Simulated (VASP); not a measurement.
A run of VASP 6.6.1:

Contents of INCAR:

```
SYSTEM = GaSb
PREC     = Accurate       ! precision mode
ENCUT    = 600            ! plane-wave cutoff, eV
EDIFF    = 1E-6           ! SCF threshold, eV
ISMEAR   = -1             ! smearing method
SIGMA    = 0.05           ! smearing width, eV
LREAL    = .False.        ! projectors in reciprocal space
LASPH    = .True.         ! aspherical terms in the spheres
NELM     = 100            ! most SCF steps
ALGO     = Normal         ! electronic algorithm
ISIF     = 3              ! what is computed and relaxed
LWAVE    = .False.        ! write WAVECAR
LCHARG   = .False.        ! write CHGCAR
GGA      = CA             ! functional
IBRION   = 2              ! ionic algorithm
NSW      = 80             ! ionic steps
EDIFFG   = -0.005         ! ionic threshold
```

Contents of KPOINTS:

```
Automatic mesh
0
Gamma
  8 8 8
  0 0 0
```

The input POSCAR:

```
GaSb
1.0
    0.0000000000      3.0590000000      3.0590000000
    3.0590000000      0.0000000000      3.0590000000
    3.0590000000      3.0590000000      0.0000000000
Sb Ga
1 1
Direct
    0.7500000000      0.7500000000      0.7500000000
    0.0000000000      0.0000000000      0.0000000000
```

Potentials or basis: VASP PAW LDA potentials, release 64 (Sb, Ga_d).

Launch:

```console
$ cat potpaw_LDA.64/Sb/POTCAR potpaw_LDA.64/Ga_d/POTCAR > POTCAR
$ mpirun -np 1 vasp_std > vasp.out
```

Hardware: 1 thread of Intel(R) Xeon(R) Platinum 8259CL CPU @ 2.50GHz (Skylake/Cascade Lake), on a shared host.

**Question.** How long does it take, and how much memory?

**Answer.** It took 54 s on 1 thread of Intel(R) Xeon(R) Platinum 8259CL CPU @ 2.50GHz (Skylake/Cascade Lake), on a shared host, peak memory 0.19 GiB. Counts: scf iterations 26, k points 29, ion steps 3.
